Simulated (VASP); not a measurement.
# OCo2 in VASP: further runs

OCo2 is run at these levels: PBE; tasks: single point.

Program: VASP 6.6.1. These are calculated values, not measurements. Logs are shortened: lines on timing, memory, paths and dates and some standing lists are left out, and cuts for length are marked.

**1. The cell of the first run**

The cell holds a cluster in a box, 3 atoms: a = 10.222 Å, b = 9.127 Å, c = 9.586 Å, α = 90.00°, β = 90.00°, γ = 90.00°.

**2. Single point, PBE, collinear spin, antiferromagnetic start**

Contents of INCAR:

```
SYSTEM = Co2O
PREC = Accurate
ENCUT = 520
EDIFF = 1E-7
ISMEAR = -1
SIGMA = 0.1
LREAL = .FALSE.
LASPH = .TRUE.
NELM = 150
ALGO = Normal
ISIF = 2
LWAVE = .FALSE.
LCHARG = .FALSE.
ISPIN = 2
MAGMOM = 0 3 -3
LORBIT = 11
LMAXMIX = 4
GGA = PE
NBANDS = 23
```

Contents of KPOINTS:

```
Automatic mesh
0
G
  1 1 1
  0 0 0
```

Contents of POSCAR:

```
Co2O
1.0
   10.2219690000      0.0000000000      0.0000000000
    0.0000000000      9.1271880000      0.0000000000
    0.0000000000      0.0000000000      9.5859220000
O Co
1 2
Direct
    0.4429402000      0.5678089300      0.5327679300
    0.5837769900      0.6148284700      0.6605878900
    0.3700585000      0.4479048000      0.4074506900
```

Potentials or basis: VASP PAW PBE potentials, release 64 (O, Co).

Command:

```console
cat potpaw_PBE.64/O/POTCAR potpaw_PBE.64/Co/POTCAR > POTCAR
mpirun -np 1 vasp_gam > vasp.out
```

OUTCAR:

```text
SYSTEM = Co2O
   PREC = Accurate
   ENCUT = 520
   EDIFF = 1E-7
   ISMEAR = -1
   LREAL = .FALSE.
   LASPH = .TRUE.
   NELM = 150
   ISIF = 2
   ISPIN = 2
   LORBIT = 11
   GGA = PE

 ion  position               nearest neighbor table
   1  0.443  0.568  0.533-   3 1.79   2 1.94
   2  0.584  0.615  0.661-   1 1.94
   3  0.370  0.448  0.407-   1 1.79

  LATTYP: Found a simple orthorhombic cell.
 ALAT       =     9.1271880000
 B/A-ratio  =     1.0502601678
 C/A-ratio  =     1.1199472390

  Lattice vectors:

 A1 = (   0.0000000000,   9.1271880000,   0.0000000000)
 A2 = (   0.0000000000,   0.0000000000,   9.5859220000)
 A3 = (  10.2219690000,   0.0000000000,   0.0000000000)

Analysis of symmetry for initial positions (statically):
=====================================================================
 Subroutine PRICEL returns:
 Original cell was already a primitive cell.

 Routine SETGRP: Setting up the symmetry group for a
 simple orthorhombic supercell.

 Subroutine GETGRP returns: Found  1 space group operations
 (whereof  1 operations were pure point group operations)
 out of a pool of  8 trial point group operations.

The static configuration has the point symmetry C_1 .

Analysis of symmetry for dynamics (positions and initial velocities):
=====================================================================
 Subroutine PRICEL returns:
 Original cell was already a primitive cell.

 Routine SETGRP: Setting up the symmetry group for a
 simple orthorhombic supercell.

 Subroutine GETGRP returns: Found  1 space group operations
 (whereof  1 operations were pure point group operations)
 out of a pool of  8 trial point group operations.

The dynamic configuration has the point symmetry C_1 .

Analysis of structural, dynamic, and magnetic symmetry:
=====================================================================
 Subroutine PRICEL returns:
 Original cell was already a primitive cell.

 Routine SETGRP: Setting up the symmetry group for a
 simple orthorhombic supercell.

 Subroutine GETGRP returns: Found  1 space group operations
 (whereof  1 operations were pure point group operations)
 out of a pool of  8 trial point group operations.

The overall configuration has the point symmetry C_1 .

 Subroutine INISYM returns: Found  1 space group operations
 (whereof  1 operations are pure point group operations),
 and found     1 'primitive' translations

----------------------------------------------------------------------------------------

                                     Primitive cell

  volume of cell :     894.3457

  direct lattice vectors                    reciprocal lattice vectors
    10.221969000  0.000000000  0.000000000     0.097828510  0.000000000  0.000000000
     0.000000000  9.127188000  0.000000000     0.000000000  0.109562770  0.000000000
     0.000000000  0.000000000  9.585922000     0.000000000  0.000000000  0.104319647

  length of vectors
    10.221969000  9.127188000  9.585922000     0.097828510  0.109562770  0.104319647

  position of ions in fractional coordinates (direct lattice)
     0.442940200  0.567808930  0.532767930
     0.583776990  0.614828470  0.660587890
     0.370058500  0.447904800  0.407450690

  ion indices of the primitive-cell ions
   primitive index   ion index
                 1           1
                 2           2
                 3           3

----------------------------------------------------------------------------------------

 KPOINTS: Automatic mesh

Automatic generation of k-mesh.
 Grid dimensions read from file:
 generate k-points for:    1    1    1

 Generating k-lattice:

  Cartesian coordinates                     Fractional coordinates (reciprocal lattice)
     0.097828510  0.000000000  0.000000000     1.000000000  0.000000000  0.000000000
     0.000000000  0.109562770  0.000000000     0.000000000  1.000000000  0.000000000
     0.000000000  0.000000000  0.104319647     0.000000000  0.000000000  1.000000000

  Length of vectors
     0.097828510  0.109562770  0.104319647

  Shift w.r.t. Gamma in fractional coordinates (k-lattice)
     0.000000000  0.000000000  0.000000000

 Subroutine IBZKPT returns following result:
 ===========================================

 Found      1 irreducible k-points:

 Following reciprocal coordinates:
            Coordinates               Weight
  0.000000  0.000000  0.000000      1.000000
   k-points           NKPTS =      1   k-points in BZ     NKDIM =      1   number of bands    NBANDS=     23
   number of dos      NEDOS =    301   number of ions     NIONS =      3
   total plane-waves  NPLWV = 403200
   dimension x,y,z NGX =    80 NGY =   70 NGZ =   72
   dimension x,y,z NGXF=   160 NGYF=  140 NGZF=  144
   ions per type =               1   2
   NGX,Y,Z   is equivalent  to a cutoff of  13.01, 12.75, 12.49 a.u.
   NGXF,Y,Z  is equivalent  to a cutoff of  26.02, 25.50, 24.97 a.u.
 SYSTEM =  Co2O
   PREC   = accura    normal or accurate (medium, high low for compatibility)
   ISTART =      0    job   : 0-new  1-cont  2-samecut
   ICHARG =      2    charge: 1-file 2-atom 10-const
   ISPIN  =      2    spin polarized calculation?
   LNONCOLLINEAR =      F non collinear calculations
   LSORBIT =      F    spin-orbit coupling
   LASPH  =      T    aspherical Exc in radial PAW
   ENCUT  =  520.0 eV  38.22 Ry    6.18 a.u.  19.01 16.97 17.82*2*pi/ulx,y,z
   NELM   =    150;   NELMIN=  2; NELMDL= -5     # of ELM steps
   EDIFF  = 0.1E-06   stopping-criterion for ELM
   LREAL  =      F    real-space projection
   EDIFFG = 0.1E-05   stopping-criterion for IOM
   NSW    =      0    number of steps for IOM
   IBRION =     -1    ionic relax: 0-MD 1-quasi-New 2-CG
   NFREE  =      0    steps in history (QN), initial steepest desc. (CG)
   ISIF   =      2    stress and relaxation
   ISYM   =      2    0-nonsym 1-usesym 2-fastsym
   POTIM  = 0.5000    time-step for ionic-motion
   TEBEG  =    0.0;   TEEND  =   0.0 temperature during run
   PSTRESS=    0.0 pullay stress
   NELECT =      24.0000    total number of electrons
   NUPDOWN=      -1.0000    fix difference up-down
   EMIN   =  10.00;   EMAX   =-10.00  energy-range for DOS
   EFERMI =   0.00;   METHOD = LEGACY
   ISMEAR =    -1;   SIGMA  =   0.10  broadening in eV -4-tet -1-fermi 0-gaus
   EFERMI_NEDOS =   21; number of points for ismear=-14 and -15
   IALGO  =     38    algorithm
   IMIX   =      4    mixing-type and parameters
     AMIX     =   0.40;   BMIX     =  1.00
     AMIX_MAG =   1.60;   BMIX_MAG =  1.00
  volume/ion in A,a.u.               =     298.12      2011.78
  Fermi-wavevector in a.u.,A,eV,Ry     =   0.490129  0.926209  3.268475  0.240226
  Thomas-Fermi vector in A             =   1.492825
   LORBIT       =     11    0 simple, 1 ext, 2 COOP (PROOUT), +10 PAW based schemes
   GGA     = PE    functional components
   LHFCALC =     F    Hartree Fock is set to
   AEXX    =    0.0000 exact exchange contribution
   IVDW    =     0    specifies the selected vdW correction
   LEPSILON=     F    determine dielectric tensor
   LRPA    =     F    only Hartree local field effects (RPA)
 spin polarized calculation
  energy-cutoff  :      520.00
  volume of cell :      894.35
 maximum number of plane-waves:     12017
 NGX is ok and might be reduce to    80
   NGX = 39   NGY = 33   NGZ = 35

 number of electron      24.0000003 magnetization      -0.1046770

 number of electron      24.0000004 magnetization       0.6239769

 Free energy of the ion-electron system (eV)
  ---------------------------------------------------
  ext. energy  EPLUGINS =         0.00000000
  ---------------------------------------------------
  free energy    TOTEN  =       -12.81758580 eV

  energy without entropy =      -12.48102779  energy(sigma->0) =      -12.64930680

 E-fermi :  -3.7429     XC(G=0):  -1.6565

 val. band max:       -3.8589394450   @ k =   0.0000   0.0000   0.0000
 cond. band min:      -3.5734520180   @ k =   0.0000   0.0000   0.0000
 fundamental gap:      0.2854874271
 Fermi energy:        -3.7428613769

 spin component 1

 k-point     1 :       0.0000    0.0000    0.0000
  band No.  band energies     occupation
      1     -21.3828      1.00000
      2      -9.0330      1.00000
      3      -7.3895      1.00000
      4      -7.3420      1.00000
      5      -6.0538      1.00000
      6      -5.9892      1.00000
      7      -5.6742      1.00000
      8      -5.6705      1.00000
      9      -5.5872      1.00000
     10      -4.3152      0.99674
     11      -3.8659      0.77389
     12      -3.8610      0.76522
     13      -3.8589      0.76147
     14      -3.2609      0.00800
     15      -3.2426      0.00668
     16      -2.5432      0.00001
     17      -0.2054      0.00000
     18      -0.0568      0.00000
     19       0.0640      0.00000
     20       0.1069      0.00000
     21       0.2020      0.00000
     22       0.9361      0.00000
     23       1.4923      0.00000
 Fermi energy:        -3.7428613769

 spin component 2

 k-point     1 :       0.0000    0.0000    0.0000
  band No.  band energies     occupation
      1     -21.5231      1.00000
      2      -9.1022      1.00000
      3      -7.5376      1.00000
      4      -7.5328      1.00000
      5      -5.6241      1.00000
      6      -5.6002      1.00000
      7      -5.4764      1.00000
      8      -5.4746      1.00000
      9      -5.3163      1.00000
     10      -4.3082      0.99651
     11      -3.8593      0.76206
     12      -3.8591      0.76174
     13      -3.5735      0.15524
     14      -3.2551      0.00756
     15      -3.2111      0.00488
     16      -2.2354      0.00000
     17       0.0321      0.00000
     18       0.0918      0.00000
     19       0.2760      0.00000
     20       0.3276      0.00000
     21       0.4192      0.00000
     22       1.1868      0.00000
     23       1.6946      0.00000

------------------------ aborting loop because EDIFF is reached ----------------------------------------

  FORCE on cell =-STRESS in cart. coord.  units (eV):
  Direction    XX          YY          ZZ          XY          YZ          ZX
  --------------------------------------------------------------------------------------
  -------------------------------------------------------------------------------------
  Total       -3.2273023     -1.7177640     -3.6729567     -1.7919636     -2.2350726     -3.2459551
  in kB       -5.7815565     -3.0772915     -6.5799250     -3.2102165     -4.0040249     -5.8149722
  external PRESSURE =      -5.1462577 kB  Pullay stress =       0.0000000 kB

 VOLUME and BASIS-vectors are now :
 -----------------------------------------------------------------------------
  energy-cutoff  :      520.00
  volume of cell :      894.35
      direct lattice vectors                 reciprocal lattice vectors
    10.221969000  0.000000000  0.000000000     0.097828510  0.000000000  0.000000000
     0.000000000  9.127188000  0.000000000     0.000000000  0.109562770  0.000000000
     0.000000000  0.000000000  9.585922000     0.000000000  0.000000000  0.104319647

 POSITION                                       TOTAL-FORCE (eV/Angst)
 -----------------------------------------------------------------------------------
      4.52772      5.18250      5.10707         0.729701     -0.670673      0.044775
      5.96735      5.61166      6.33234        -1.703703     -0.592744     -1.503184
      3.78273      4.08811      3.90579         0.974002      1.263417      1.458409
 -----------------------------------------------------------------------------------
    total drift:                               -0.000105     -0.000285     -0.001336

  FREE ENERGIE OF THE ION-ELECTRON SYSTEM (eV)
  ---------------------------------------------------
  free  energy   TOTEN  =       -12.8175857972 eV

  energy  without entropy=      -12.4810277934  energy(sigma->0) =      -12.64930680

 total charge

# of ion       s       p       d       tot
------------------------------------------
    1        1.574   3.303   0.000   4.876
    2        0.394   0.119   7.141   7.654
    3        0.422   0.156   7.230   7.808
--------------------------------------------------
tot          2.390   3.578  14.371  20.338

 magnetization (x)

# of ion       s       p       d       tot
------------------------------------------
    1        0.005  -0.082   0.000  -0.076
    2        0.137   0.025   2.215   2.376
    3        0.024  -0.013  -2.065  -2.054
--------------------------------------------------
tot          0.166  -0.070   0.150   0.245
```

Wall time 3.3 min (1 thread of Intel Xeon 6975P-C (Granite Rapids), shared host); peak memory 1.1 GiB.

Results:

```
Free energy                                           : -12.8176 eV
Largest force                                         : 2.348 eV/Å
Gap between the frontier levels                       : 0.29 eV
Net moment                                            : 0.62 μB per cell
Site moments                                          : O -0.08; Co +2.38, -2.05 μB
Valence electrons inside the program's atomic spheres : O 4.88; Co 7.65, 7.81
```

Forces on the atoms (eV/Å):
```
O    0.730 -0.671  0.045
Co  -1.704 -0.593 -1.503
Co   0.974  1.263  1.458
```

**3. Single point, PBE, collinear spin, antiferromagnetic start**

Contents of INCAR:

```
ALGO = Normal ; EDIFF = 1E-6
ENCUT = 520 ; GGA = PE
ISIF = 2 ; ISMEAR = -1
ISPIN = 2 ; LASPH = True
LCHARG = False ; LMAXMIX = 4
LORBIT = 11 ; LREAL = False
LWAVE = False ; MAGMOM = 0 1.5 -1.5
NBANDS = 23 ; NELM = 150
PREC = Accurate ; SIGMA = 0.1
```

Contents of KPOINTS:

```
k-points
0
Gamma
  1 1 1
```

POSCAR is that of step 2.

Potentials or basis: VASP PAW PBE potentials, release 64 (O, Co).

Command:

```console
cat potpaw_PBE.64/O/POTCAR potpaw_PBE.64/Co/POTCAR > POTCAR
mpirun -np 1 vasp_gam > vasp.out
```

Run time: 2.8 min. Hardware: 1 thread of Intel Xeon 6975P-C (Granite Rapids), shared host; peak memory 1.1 GiB.

The run converged. Its results:

| Item | Value |
| --- | --- |
| Free energy | -12.8176 eV |
| Largest force | 2.348 eV/Å |
| Gap between the frontier levels | 0.29 eV |
| Net moment | 0.63 μB per cell |
| Site moments | O -0.08; Co +2.38, -2.05 μB |
| Valence electrons inside the program's atomic spheres | O 4.88; Co 7.65, 7.81 |

Forces in eV/Å, atoms in the order of the input:
```
O    0.729 -0.672  0.043
Co  -1.704 -0.592 -1.503
Co   0.975  1.264  1.459
```

Levels at points of the mesh, in eV from the valence-band top:
Spin up:
| k point | band 11 | band 12 | band 13 | band 14 | band 15 | band 16 |
| --- | --- | --- | --- | --- | --- | --- |
| (0.00, 0.00, 0.00) | -0.01 | 0.00 | 0.00 | 0.60 | 0.62 | 1.31 |
Spin down:
```
           k point  band 8  band 9  band 10  band 11  band 12  band 13  band 14  band 15  band 16  band 17
(0.00, 0.00, 0.00)   -1.62   -1.46    -0.45     0.00     0.00     0.29     0.60     0.65     1.62     3.90
```

**4. Single point, PBE, collinear spin, antiferromagnetic start**

Contents of INCAR:

```
ALGO = Normal ; EDIFF = 1E-6
ENCUT = 520 ; GGA = PE
ISIF = 2 ; ISMEAR = -1
ISPIN = 2 ; LASPH = T
LCHARG = T ; LELF = T
LMAXMIX = 4 ; LORBIT = 11
LREAL = F ; LVHAR = T
LWAVE = F ; MAGMOM = 0 3 -3
NBANDS = 23 ; NELM = 150
PREC = Accurate ; SIGMA = 0.1
```

KPOINTS is that of step 3.

POSCAR is that of step 3.

Command:

```console
cat potpaw_PBE.64/O/POTCAR potpaw_PBE.64/Co/POTCAR > POTCAR
mpirun -np 1 vasp_gam > vasp.out
```

It took 3.3 min on 1 thread of Intel Xeon 6975P-C (Granite Rapids), shared host; peak memory 1.1 GiB.

It converged, with:

```
Free energy                                           : -12.8176 eV
Largest force                                         : 2.348 eV/Å
Gap between the frontier levels                       : 0.29 eV
Net moment                                            : 0.62 μB per cell
Site moments                                          : O -0.08; Co +2.38, -2.05 μB
Valence electrons inside the program's atomic spheres : O 4.88; Co 7.65, 7.81
```

Forces in eV/Å, atoms in the order of the input:
```
O    0.730 -0.671  0.045
Co  -1.704 -0.593 -1.503
Co   0.974  1.263  1.458
```

Levels at points of the mesh, in eV from the valence-band top:
Spin up:
| k point | band 11 | band 12 | band 13 | band 14 | band 15 | band 16 |
| --- | --- | --- | --- | --- | --- | --- |
| (0.00, 0.00, 0.00) | -0.01 | 0.00 | 0.00 | 0.60 | 0.62 | 1.32 |
Spin down:
| k point | band 9 | band 10 | band 11 | band 12 | band 13 | band 14 | band 15 | band 16 |
| --- | --- | --- | --- | --- | --- | --- | --- | --- |
| (0.00, 0.00, 0.00) | -1.46 | -0.45 | 0.00 | 0.00 | 0.29 | 0.60 | 0.65 | 1.62 |
